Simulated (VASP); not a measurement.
Here is a VASP 6.6.1 calculation.

The input POSCAR:

```
Nb16O
1.0
    6.6000000000      0.0000000000      0.0000000000
    0.0000000000      6.6000000000      0.0000000000
    0.0000000000      0.0000000000      6.6000000000
Nb O
16 1
Direct
   -0.0022711882      0.0048032709      0.0002527246
    0.5016984154      0.0048144755      0.0002441513
   -0.0020264156      0.5086341677      0.0002807663
    0.0079564498      0.0151654425      0.5003113452
    0.2497417195      0.2567862306      0.2435804713
    0.5016107978      0.5088277355      0.0002794893
    0.4915868023      0.0151212131      0.5003075666
    0.7497868264      0.2567926121      0.2520518708
    0.0080112363      0.4982857616      0.5002951056
    0.2498063579      0.7567132582      0.2520789085
    0.2497335574      0.2567895268      0.7570723307
    0.4914873970      0.4982881961      0.5002942079
    0.7498318209      0.7567474559      0.2962332409
    0.7497719688      0.2567464892      0.7484291395
    0.2498130139      0.7567733076      0.7485058933
    0.7498277109      0.7567446683      0.7043426404
    0.7496785297      0.7567521884      0.0002655477
```

INCAR.step1

```
SYSTEM = Nb16O
ALGO = Normal ; EDIFF = 1E-4
ENCUT = 520 ; GGA = PE
ISMEAR = -1 ; LASPH = .TRUE.
LCHARG = .FALSE. ; LREAL = Auto
LWAVE = .TRUE. ; NBANDS = 121
NELM = 60 ; PREC = Accurate
SIGMA = 0.05
```

The input INCAR.step2:

```
SYSTEM = Nb16O
ALGO = Normal ; EDIFF = 1E-6
ENCUT = 520 ; ISIF = 2
ISMEAR = -1 ; ISTART = 1
LASPH = .TRUE. ; LCHARG = .FALSE.
LMIXTAU = .TRUE. ; LREAL = Auto
LWAVE = .FALSE. ; METAGGA = R2SCAN
NBANDS = 121 ; NELM = 60
PREC = Accurate ; SIGMA = 0.05
```

The input KPOINTS:

```
k-points
0
G
  2 2 2
  0 0 0
```

Potentials or basis: VASP PAW PBE potentials, release 64 (Nb_sv, O).

Command:

```sh
$ cat potpaw_PBE.64/Nb_sv/POTCAR potpaw_PBE.64/O/POTCAR > POTCAR
$ cp INCAR.step1 INCAR
$ mpirun -np 1 vasp_std > vasp.out
$ cp INCAR.step2 INCAR
$ mpirun -np 1 vasp_std > vasp.out
```

(1) Predict the pressure.

(2) Estimate the band gap on the k mesh.

(3) Predict the largest force.

Answers

(1) 6.0 GPa.

(2) zero (bands 107 and 108 overlap by 1.93 eV).

(3) 0.067 eV/Å.

Caveat: the k points lie up to 0.48 Å⁻¹ apart, too coarse for converged energies and pressures of a metal; the PAW data sets were made with another functional, which shifts forces and pressure a little.
